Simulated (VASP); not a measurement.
**TiSi6: relaxation of cell and atoms with PBE**

Crystal: TiSi6.

```
Ti Si
1.0
     4.88145    0.00000    0.00000
    -2.44072    4.22746    0.00000
     0.00000    0.00000    4.13632
Ti Si
1 6
Direct
  0.00000 0.00000 0.00000
  0.00000 0.33361 0.50000
  0.66639 0.66639 0.50000
  0.33361 0.00000 0.50000
  0.00000 0.66639 0.50000
  0.33361 0.33361 0.50000
  0.66639 0.00000 0.50000
```

The cell was generated, and may not be a known phase.

```yaml
Program: VASP 6.6.1
Task: relaxation of cell and atoms
Functional: PBE
Potentials_or_basis: VASP PAW PBE potentials, release 64 (Ti_sv, Si)
Cutoff: 600 eV
k_mesh: 6 × 6 × 4
Occupations: gaussian, width 0.1 eV
Spin: no spin polarisation
Dipole_correction: no
Further_INCAR_settings: ALGO = Normal; EDIFF = 1e-06; IBRION = 2; EDIFFG = -0.04; NSW = 90; ISIF = 3
```

The relaxed volume is 17.38 Å³/atom and the relaxed cell is a = 7.147 Å, b = 7.147 Å, c = 2.750 Å, α = 90.00°, β = 90.00°, γ = 120.00°. The space group after relaxing (to 0.1 Å) is P6/mmm (No. 191) and the energy gained by relaxing is 8432.4 meV/atom. The ionic steps are 47. The pressure after relaxing is 0.1 GPa. The largest force after relaxing is 0.024 eV/Å. The band gap on the k mesh is zero (bands 18 and 19 overlap by 2.49 eV).

Forces on the atoms (eV/Å):
```
Ti   0.000  0.000  0.000
Si  -0.012  0.021  0.000
Si  -0.012 -0.021  0.000
Si   0.024  0.000  0.000
Si   0.012 -0.021  0.000
Si   0.012  0.021  0.000
Si  -0.024  0.000  0.000
```

Stress tensor (GPa, compression positive):
```
0.16 0.00 0.00
0.00 0.16 0.00
0.00 0.00 0.08
```

The path:
| step | energy change (eV) | largest force (eV/Å) | pressure (GPa) | volume (Å³) |
| --- | --- | --- | --- | --- |
| 1 | 0.0000 | 0.7810 | 272.36 | 85.36 |
| 3 | -52.6332 | 1.1961 | -12.72 | 226.59 |
| 5 | -55.6516 | 0.7717 | 17.49 | 141.22 |
| 7 | -57.2260 | 0.2669 | 3.76 | 153.77 |
| 9 | -57.5128 | 0.0699 | -3.10 | 163.36 |
| 11 | -57.9278 | 0.0510 | -1.41 | 153.33 |
| 13 | -58.2121 | 0.8291 | 4.70 | 126.32 |
| 15 | -58.2546 | 0.5182 | 2.72 | 132.09 |
| 17 | -58.3163 | 0.0161 | -0.86 | 134.30 |
| 19 | -58.3165 | 0.0471 | -0.63 | 134.14 |
| 21 | -58.3267 | 0.0876 | 0.34 | 130.97 |
| 23 | -58.3421 | 0.7493 | 6.41 | 119.93 |
| 25 | -58.3388 | 0.3399 | 2.99 | 125.74 |
| 27 | -58.3398 | 0.3524 | 3.07 | 125.58 |
| 29 | -58.3447 | 0.4012 | 3.43 | 124.87 |
| 31 | -58.3797 | 0.5424 | 4.71 | 122.05 |
| 33 | -58.4159 | 0.8724 | 6.45 | 119.03 |
| 35 | -58.4334 | 1.0716 | 7.23 | 117.55 |
| 37 | -58.4871 | 1.0041 | 6.67 | 117.88 |
| 39 | -58.6871 | 0.7345 | 4.45 | 119.35 |
| 41 | -58.9876 | 0.1463 | -1.96 | 125.09 |
| 43 | -59.0159 | 0.0214 | -0.43 | 122.94 |
| 45 | -59.0195 | 0.1016 | 0.30 | 121.96 |
| 47 | -59.0266 | 0.0245 | 0.13 | 121.68 |

Final structure:
```
Ti Si
1.0
     7.14750    0.00000    0.00000
    -3.57375    6.18991    0.00000
     0.00000    0.00000    2.75024
Ti Si
1 6
Direct
  0.00000 0.00000 0.00000
  0.00000 0.33475 0.50000
  0.66525 0.66525 0.50000
  0.33475 0.00000 0.50000
  0.00000 0.66525 0.50000
  0.33475 0.33475 0.50000
  0.66525 0.00000 0.50000
```

Levels at points of the mesh, in eV from the Fermi level:
| k point | band 15 | band 16 | band 17 | band 18 | band 19 | band 20 | band 21 | band 22 |
| --- | --- | --- | --- | --- | --- | --- | --- | --- |
| (0.00, 0.00, 0.00) | -1.40 | 0.65 | 0.65 | 0.68 | 0.68 | 1.53 | 1.53 | 2.75 |
| (0.50, 0.00, 0.00) | -1.62 | -0.23 | -0.07 | 0.57 | 1.12 | 1.22 | 1.51 | 1.53 |
| (0.00, 0.00, 0.50) | -3.61 | -2.86 | -0.89 | -0.89 | -0.23 | -0.23 | 0.44 | 0.76 |
| (0.50, 0.00, 0.50) | -3.34 | -2.32 | -2.02 | -1.68 | -1.21 | 0.27 | 0.70 | 1.86 |

It took 14 min on 1 thread of Intel(R) Xeon(R) 6975P-C (Granite Rapids), on a shared host, peak memory 0.26 GiB.

Caveat: the k points lie up to 0.57 Å⁻¹ apart in the final cell, too coarse for converged energies and pressures of a metal; the volume moved by over 15 % at a fixed basis, so the end points are rough.
